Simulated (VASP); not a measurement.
# Mg (P6_3/mmc) in VASP: a series of runs, part 2 of 2

VASP 6.6.1. Earlier steps stand in the parts before.

### Step 4. Single point, r2SCAN

This run uses another cell than the first one, of 19.71 Å³/atom.

Contents of POSCAR:

```
Mg
1.0
    3.0426745988      0.0000000000      0.0000000000
   -1.5213372994      2.6350334980      0.0000000000
    0.0000000000      0.0000000000      4.9166715683
Mg
2
Direct
    0.3333333333      0.6666666667      0.2500000000
    0.6666666667      0.3333333333      0.7500000000
```

Contents of INCAR.step1:

```
PREC     = Accurate       # precision mode
ENCUT    = 520            # plane-wave cutoff, eV
ISMEAR   = -1             # smearing method
SIGMA    = 0.1            # smearing width, eV
LREAL    = False          # projectors in reciprocal space
LASPH    = True           # aspherical terms in the spheres
NELM     = 60             # most SCF steps
NBANDS   = 9              # bands
GGA      = PE             # functional
ALGO     = Normal         # electronic algorithm
EDIFF    = 1E-4           # SCF threshold, eV
LWAVE    = True           # write WAVECAR
LCHARG   = False          # write CHGCAR
```

Contents of INCAR.step2:

```
PREC     = Accurate       # precision mode
ENCUT    = 520            # plane-wave cutoff, eV
EDIFF    = 1E-7           # SCF threshold, eV
ISMEAR   = -1             # smearing method
SIGMA    = 0.1            # smearing width, eV
LREAL    = False          # projectors in reciprocal space
LASPH    = True           # aspherical terms in the spheres
NELM     = 60             # most SCF steps
ALGO     = Normal         # electronic algorithm
ISIF     = 2              # what is computed and relaxed
LWAVE    = False          # write WAVECAR
LCHARG   = True           # write CHGCAR
METAGGA  = R2SCAN         # meta-GGA
LMIXTAU  = True         
LELF     = True           # ELF
LVHAR    = True         
NBANDS   = 9              # bands
ISTART   = 1
```

Contents of KPOINTS:

```
Automatic mesh
0
Gamma
  18 18 10
```

Potentials or basis: VASP PAW PBE potentials, release 64 (Mg).

Run with:

```console
$ cat potpaw_PBE.64/Mg/POTCAR > POTCAR
$ cp INCAR.step1 INCAR
$ mpirun -np 1 vasp_std > vasp.out
$ cp INCAR.step2 INCAR
$ mpirun -np 1 vasp_std > vasp.out
```

OUTCAR:

```text
PREC = Accurate
   ENCUT = 520
   EDIFF = 1E-7
   ISMEAR = -1
   LREAL = False
   LASPH = True
   NELM = 60
   ISIF = 2
   METAGGA = R2SCAN
   ISTART = 1

 ion  position               nearest neighbor table
   1  0.333  0.667  0.250-   2 3.02   2 3.02   2 3.02   2 3.02   2 3.02   2 3.02
   2  0.667  0.333  0.750-   1 3.02   1 3.02   1 3.02   1 3.02   1 3.02   1 3.02

  LATTYP: Found a hexagonal cell.
 ALAT       =     3.0426745988
 C/A-ratio  =     1.6159044974

[... 477 lines left out ...]
 [... further k-points ...]

------------------------ aborting loop because EDIFF is reached ----------------------------------------

  FORCE on cell =-STRESS in cart. coord.  units (eV):
  Direction    XX          YY          ZZ          XY          YZ          ZX
  --------------------------------------------------------------------------------------
  -------------------------------------------------------------------------------------
  Total        1.6498786      1.6498786      1.6464181      0.0000000     -0.0000000      0.0000000
  in kB       67.0578671     67.0578671     66.9172180      0.0000000     -0.0000000      0.0000000
  external PRESSURE =      67.0109841 kB  Pullay stress =       0.0000000 kB

 VOLUME and BASIS-vectors are now :
 -----------------------------------------------------------------------------
  energy-cutoff  :      520.00
  volume of cell :       39.42
      direct lattice vectors                 reciprocal lattice vectors
     3.042674599  0.000000000  0.000000000     0.328658214  0.189750908  0.000000000
    -1.521337299  2.635033498  0.000000000     0.000000000  0.379501817  0.000000000
     0.000000000  0.000000000  4.916671568     0.000000000  0.000000000  0.203389628

 POSITION                                       TOTAL-FORCE (eV/Angst)
 -----------------------------------------------------------------------------------
     -0.00000      1.75669      1.22917        -0.000000      0.000000      0.000000
      1.52134      0.87834      3.68750         0.000000      0.000000      0.000000
 -----------------------------------------------------------------------------------
    total drift:                                0.000000     -0.000000      0.000000

  FREE ENERGIE OF THE ION-ELECTRON SYSTEM (eV)
  ---------------------------------------------------
  free  energy   TOTEN  =        -8.2061263851 eV

  energy  without entropy=       -8.1853055537  energy(sigma->0) =       -8.19571597
```

OSZICAR.step1:

```text
N       E                     dE             d eps       ncg     rms          rms(c)
DAV:   1     0.685493564713E-01    0.68549E-01   -0.13481E+03  3996   0.321E+02
DAV:   2    -0.287191045484E+01   -0.29405E+01   -0.28631E+01  5404   0.291E+01
DAV:   3    -0.291375263434E+01   -0.41842E-01   -0.41136E-01  5243   0.281E+00
DAV:   4    -0.291388649161E+01   -0.13386E-03   -0.13385E-03  5080   0.153E-01
DAV:   5    -0.291388712915E+01   -0.63754E-06   -0.63720E-06  4968   0.993E-03    0.944E-01
DAV:   6    -0.290565714514E+01    0.82300E-02   -0.30246E-04  4755   0.145E-01    0.603E-01
DAV:   7    -0.289762794569E+01    0.80292E-02   -0.10549E-03  4169   0.238E-01    0.308E-02
DAV:   8    -0.289762162461E+01    0.63211E-05   -0.13519E-05  2656   0.222E-02
   1 F= -.28976216E+01 E0= -.28857678E+01  d E =-.237076E-01
```

Wall time 2.4 min (1 thread of Intel Xeon Platinum 8488C (Sapphire Rapids), shared host); peak memory 0.22 GiB.

Results:

* Free energy: -8.2061 eV
* Pressure: 6.7 GPa
* Band gap on the k mesh: zero (bands 2 and 3 overlap by 2.12 eV)

Levels at points of the mesh, in eV from the Fermi level:
```csv
k point,band 1,band 2,band 3,band 4,band 5
"(0.00, 0.00, 0.00)",-8.09,-2.14,-1.15,12.58,12.58
"(0.50, 0.00, 0.00)",-2.67,-2.37,3.07,3.18,4.09
"(0.00, 0.00, 0.50)",-6.45,-6.45,5.96,5.96,13.36
"(0.50, 0.00, 0.50)",-1.44,-1.44,-0.36,-0.36,9.06
```

Caveat: the cell stands under pressure; the PAW data sets were made with another functional, which shifts forces and pressure a little.

### Step 5. Single point, r2SCAN

This run uses another cell than the first one, of 20.74 Å³/atom.

Contents of POSCAR:

```
Mg
1.0
    3.0946019474      0.0000000000      0.0000000000
   -1.5473009737      2.6800039011      0.0000000000
    0.0000000000      0.0000000000      5.0023723003
Mg
2
Direct
    0.3333333333      0.6666666667      0.2500000000
    0.6666666667      0.3333333333      0.7500000000
```

Contents of INCAR.step1:

```
SYSTEM = Mg
PREC = Accurate
ENCUT = 520
ISMEAR = -1
SIGMA = 0.1
LREAL = .FALSE.
LASPH = .TRUE.
NELM = 60
NBANDS = 9
GGA = PE
ALGO = Normal
EDIFF = 1E-4
LWAVE = .TRUE.
LCHARG = .FALSE.
```

Contents of INCAR.step2:

```
SYSTEM = Mg
PREC = Accurate
ENCUT = 520
EDIFF = 1E-6
ISMEAR = -1
SIGMA = 0.1
LREAL = .FALSE.
LASPH = .TRUE.
NELM = 60
ALGO = Normal
ISIF = 2
LWAVE = .FALSE.
LCHARG = .FALSE.
METAGGA = R2SCAN
LMIXTAU = .TRUE.
NBANDS = 9
ISTART = 1
```

Contents of KPOINTS:

```
regular mesh
0
G
  18 18 10
  0 0 0
```

Potentials or basis: VASP PAW PBE potentials, release 64 (Mg).

Run with:

```console
$ cat potpaw_PBE.64/Mg/POTCAR > POTCAR
$ cp INCAR.step1 INCAR
$ mpirun -np 1 vasp_std > vasp.out
$ cp INCAR.step2 INCAR
$ mpirun -np 1 vasp_std > vasp.out
```

OUTCAR:

```text
SYSTEM = Mg
   PREC = Accurate
   ENCUT = 520
   EDIFF = 1E-6
   ISMEAR = -1
   LREAL = .FALSE.
   LASPH = .TRUE.
   NELM = 60
   ISIF = 2
   METAGGA = R2SCAN
   ISTART = 1

 ion  position               nearest neighbor table
   1  0.333  0.667  0.250-   2 3.07   2 3.07   2 3.07   2 3.07   2 3.07   2 3.07
   2  0.667  0.333  0.750-   1 3.07   1 3.07   1 3.07   1 3.07   1 3.07   1 3.07

  LATTYP: Found a hexagonal cell.
 ALAT       =     3.0946019474
 C/A-ratio  =     1.6164832781

  Lattice vectors:

 A1 = (   3.0946019474,   0.0000000000,   0.0000000000)
 A2 = (  -1.5473009737,   2.6800039011,   0.0000000000)
 A3 = (   0.0000000000,   0.0000000000,   5.0023723003)

Analysis of symmetry for initial positions (statically):
=====================================================================
 Subroutine PRICEL returns:
 Original cell was already a primitive cell.

 Routine SETGRP: Setting up the symmetry group for a
 hexagonal supercell.

 Subroutine GETGRP returns: Found 24 space group operations
 (whereof 12 operations were pure point group operations)
 out of a pool of 24 trial point group operations.

The static configuration has the point symmetry D_3d.
 The point group associated with its full space group is D_6h.

Analysis of symmetry for dynamics (positions and initial velocities):
=====================================================================
 Subroutine PRICEL returns:
 Original cell was already a primitive cell.

 Routine SETGRP: Setting up the symmetry group for a
 hexagonal supercell.

 Subroutine GETGRP returns: Found 24 space group operations
 (whereof 12 operations were pure point group operations)
 out of a pool of 24 trial point group operations.

The dynamic configuration has the point symmetry D_3d.
 The point group associated with its full space group is D_6h.

 Subroutine INISYM returns: Found 24 space group operations
 (whereof 12 operations are pure point group operations),
 and found     1 'primitive' translations

----------------------------------------------------------------------------------------

                                     Primitive cell

  volume of cell :      41.4874

  direct lattice vectors                    reciprocal lattice vectors
     3.094601947  0.000000000  0.000000000     0.323143337  0.186566893  0.000000000
    -1.547300974  2.680003901  0.000000000     0.000000000  0.373133785  0.000000000
     0.000000000  0.000000000  5.002372300     0.000000000  0.000000000  0.199905153

  length of vectors
     3.094601947  3.094601947  5.002372300     0.373133785  0.373133785  0.199905153

  position of ions in fractional coordinates (direct lattice)
     0.333333333  0.666666667  0.250000000
     0.666666667  0.333333333  0.750000000

  ion indices of the primitive-cell ions
   primitive index   ion index
                 1           1
                 2           2

----------------------------------------------------------------------------------------

 KPOINTS: regular mesh

Automatic generation of k-mesh.
 Grid dimensions read from file:
 generate k-points for:   18   18   10

 Generating k-lattice:

  Cartesian coordinates                     Fractional coordinates (reciprocal lattice)
     0.017952408  0.010364827  0.000000000     0.055555556 -0.000000000  0.000000000
     0.000000000  0.020729655  0.000000000     0.000000000  0.055555556  0.000000000
     0.000000000  0.000000000  0.019990515     0.000000000  0.000000000  0.100000000

  Length of vectors
     0.020729655  0.020729655  0.019990515

  Shift w.r.t. Gamma in fractional coordinates (k-lattice)
     0.000000000  0.000000000  0.000000000

 Subroutine IBZKPT returns following result:
 ===========================================

 Found    222 irreducible k-points:

 Following reciprocal coordinates:
            Coordinates               Weight
  0.000000  0.000000  0.000000      1.000000
  0.055556  0.000000  0.000000      6.000000
  0.111111  0.000000  0.000000      6.000000
  0.166667  0.000000  0.000000      6.000000
  0.222222  0.000000  0.000000      6.000000
  0.277778  0.000000  0.000000      6.000000
[... 16 lines left out ...]
  0.333333  0.111111  0.000000     12.000000
  0.388889  0.111111  0.000000     12.000000
 [... further k-points ...]
   k-points           NKPTS =    222   k-points in BZ     NKDIM =    222   number of bands    NBANDS=      9
   number of dos      NEDOS =    301   number of ions     NIONS =      2
   total plane-waves  NPLWV =  23040
   dimension x,y,z NGX =    24 NGY =   24 NGZ =   40
   dimension x,y,z NGXF=    48 NGYF=   48 NGZF=   80
   ions per type =               2
   NGX,Y,Z   is equivalent  to a cutoff of  12.89, 12.89, 13.29 a.u.
   NGXF,Y,Z  is equivalent  to a cutoff of  25.79, 25.79, 26.59 a.u.
 SYSTEM =  Mg
   PREC   = accura    normal or accurate (medium, high low for compatibility)
   ISTART =      1    job   : 0-new  1-cont  2-samecut
   ICHARG =      0    charge: 1-file 2-atom 10-const
   ISPIN  =      1    spin polarized calculation?
   LNONCOLLINEAR =      F non collinear calculations
   LSORBIT =      F    spin-orbit coupling
   LASPH  =      T    aspherical Exc in radial PAW
   ENCUT  =  520.0 eV  38.22 Ry    6.18 a.u.   5.75  5.75  9.30*2*pi/ulx,y,z
   NELM   =     60;   NELMIN=  2; NELMDL=  0     # of ELM steps
   EDIFF  = 0.1E-05   stopping-criterion for ELM
   LREAL  =      F    real-space projection
   EDIFFG = 0.1E-04   stopping-criterion for IOM
   NSW    =      0    number of steps for IOM
   IBRION =     -1    ionic relax: 0-MD 1-quasi-New 2-CG
   NFREE  =      0    steps in history (QN), initial steepest desc. (CG)
   ISIF   =      2    stress and relaxation
   ISYM   =      2    0-nonsym 1-usesym 2-fastsym
   POTIM  = 0.5000    time-step for ionic-motion
   TEBEG  =    0.0;   TEEND  =   0.0 temperature during run
   PSTRESS=    0.0 pullay stress
   NELECT =       4.0000    total number of electrons
   NUPDOWN=      -1.0000    fix difference up-down
   EMIN   =  10.00;   EMAX   =-10.00  energy-range for DOS
   EFERMI =   0.00;   METHOD = LEGACY
   ISMEAR =    -1;   SIGMA  =   0.10  broadening in eV -4-tet -1-fermi 0-gaus
   EFERMI_NEDOS =   21; number of points for ismear=-14 and -15
   IALGO  =     38    algorithm
   IMIX   =      4    mixing-type and parameters
     AMIX     =   0.40;   BMIX     =  1.00
     AMIX_MAG =   1.60;   BMIX_MAG =  1.00
  volume/ion in A,a.u.               =      20.74       139.99
  Fermi-wavevector in a.u.,A,eV,Ry     =   0.750682  1.418584  7.667205  0.563524
  Thomas-Fermi vector in A             =   1.847489
   LORBIT       =      0    0 simple, 1 ext, 2 COOP (PROOUT), +10 PAW based schemes
   METAGGA = R2SCAN    functional components
   LHFCALC =     F    Hartree Fock is set to
   AEXX    =    0.0000 exact exchange contribution
   IVDW    =     0    specifies the selected vdW correction
   LEPSILON=     F    determine dielectric tensor
   LRPA    =     F    only Hartree local field effects (RPA)
 non-spin polarized calculation
  energy-cutoff  :      520.00
  volume of cell :       41.49
 maximum number of plane-waves:      1134
 NGX is ok and might be reduce to    24
   NGX = 11   NGY = 11   NGZ = 19

 number of electron       4.0000000 magnetization

 Free energy of the ion-electron system (eV)
  ---------------------------------------------------
  ext. energy  EPLUGINS =         0.00000000
  ---------------------------------------------------
  free energy    TOTEN  =        -8.27238751 eV

  energy without entropy =       -8.25045031  energy(sigma->0) =       -8.26141891

 E-fermi :   3.1960     XC(G=0):  -9.3734

 val. band max:        3.1954368681   @ k =   0.4444   0.0000   0.4000
 cond. band min:       3.1974178096   @ k =   0.3333   0.1111   0.1000
 fundamental gap:      0.0019809415
 Fermi energy:         3.1960258464

 k-point     1 :       0.0000    0.0000    0.0000
  band No.  band energies     occupation
      1      -4.6536      2.00000
      2       1.1447      2.00000
      3       2.0452      1.99998
      4      15.4591      0.00000
      5      15.4591      0.00000
      6      15.8272      0.00000
      7      15.8273      0.00000
      8      16.4354      0.00000
      9      18.5939      0.00000
[... 265 lines left out ...]
 k-point    24 :       0.3889    0.1111    0.0000
  band No.  band energies     occupation
      1      -0.1582      2.00000
      2       2.1442      1.99995
      3       5.3761      0.00000
      4       6.2936      0.00000
      5       7.6721      0.00000
      6       7.7089      0.00000
      7      10.1759      0.00000
      8      13.3968      0.00000
      9      15.0302      0.00000

 [... further k-points ...]

------------------------ aborting loop because EDIFF is reached ----------------------------------------

  FORCE on cell =-STRESS in cart. coord.  units (eV):
  Direction    XX          YY          ZZ          XY          YZ          ZX
  --------------------------------------------------------------------------------------
  -------------------------------------------------------------------------------------
  Total        0.9549163      0.9549163      0.9483475      0.0000000     -0.0000000      0.0000000
  in kB       36.8773461     36.8773461     36.6236708      0.0000000     -0.0000000      0.0000000
  external PRESSURE =      36.7927877 kB  Pullay stress =       0.0000000 kB

 VOLUME and BASIS-vectors are now :
 -----------------------------------------------------------------------------
  energy-cutoff  :      520.00
  volume of cell :       41.49
      direct lattice vectors                 reciprocal lattice vectors
     3.094601947  0.000000000  0.000000000     0.323143337  0.186566893  0.000000000
    -1.547300974  2.680003901  0.000000000     0.000000000  0.373133785  0.000000000
     0.000000000  0.000000000  5.002372300     0.000000000  0.000000000  0.199905153

 POSITION                                       TOTAL-FORCE (eV/Angst)
 -----------------------------------------------------------------------------------
     -0.00000      1.78667      1.25059         0.000000     -0.000000      0.000000
      1.54730      0.89333      3.75178        -0.000000      0.000000      0.000000
 -----------------------------------------------------------------------------------
    total drift:                                0.000000     -0.000000      0.000000

  FREE ENERGIE OF THE ION-ELECTRON SYSTEM (eV)
  ---------------------------------------------------
  free  energy   TOTEN  =        -8.2723875053 eV

  energy  without entropy=       -8.2504503107  energy(sigma->0) =       -8.26141891
```

OSZICAR.step1:

```text
N       E                     dE             d eps       ncg     rms          rms(c)
DAV:   1    -0.174624641766E+00   -0.17462E+00   -0.13288E+03  3996   0.320E+02
DAV:   2    -0.294729091550E+01   -0.27727E+01   -0.26904E+01  5420   0.281E+01
DAV:   3    -0.298733137648E+01   -0.40040E-01   -0.39635E-01  5105   0.278E+00
DAV:   4    -0.298747424051E+01   -0.14286E-03   -0.14285E-03  5125   0.162E-01
DAV:   5    -0.298747482189E+01   -0.58138E-06   -0.58163E-06  4836   0.100E-02    0.947E-01
DAV:   6    -0.298023812340E+01    0.72367E-02   -0.38408E-04  4679   0.159E-01    0.605E-01
DAV:   7    -0.297258045833E+01    0.76577E-02   -0.14196E-03  4138   0.268E-01    0.318E-02
DAV:   8    -0.297258305298E+01   -0.25946E-05   -0.13476E-05  2889   0.224E-02
   1 F= -.29725831E+01 E0= -.29601165E+01  d E =-.249330E-01
```

It took 1.8 min on 1 thread of Intel Xeon Platinum 8488C (Sapphire Rapids), shared host; peak memory 0.22 GiB.

Results:

```
Free energy            : -8.2724 eV
Pressure               : 3.7 GPa
Band gap on the k mesh : zero (bands 2 and 3 overlap by 2.13 eV)
```

Caveat: the cell stands under pressure; the PAW data sets were made with another functional, which shifts forces and pressure a little.

### Step 6. The runs side by side

| cell | gap on the mesh (eV) | pressure (GPa) |
| --- | --- | --- |
| a = 2.940, b = 2.940, c = 4.749 Å, angles 90.0, 90.0, 120.0°, 2 atoms | none | 14.7 |
| a = 3.000, b = 3.000, c = 4.847 Å, angles 90.0, 90.0, 120.0°, 2 atoms | none | 9.7 |
| a = 3.043, b = 3.043, c = 4.917 Å, angles 90.0, 90.0, 120.0°, 2 atoms | none | 6.7 |
| a = 3.095, b = 3.095, c = 5.002 Å, angles 90.0, 90.0, 120.0°, 2 atoms | none | 3.7 |

Alike in all rows: task single point; level r2SCAN; potentials or basis VASP PAW PBE potentials, release 64 (Mg); no spin polarisation; k mesh 18 × 18 × 10; cutoff (eV) 520; smearing fermi-dirac 0.1 eV.

Caveats: the cell stands under pressure; the PAW data sets were made with another functional, which shifts forces and pressure a little.

Total energies depend on the potentials used, so only differences within one code and one set of settings carry meaning.

The gap in the log of VASP goes by the Fermi energy; the results here count the filled bands.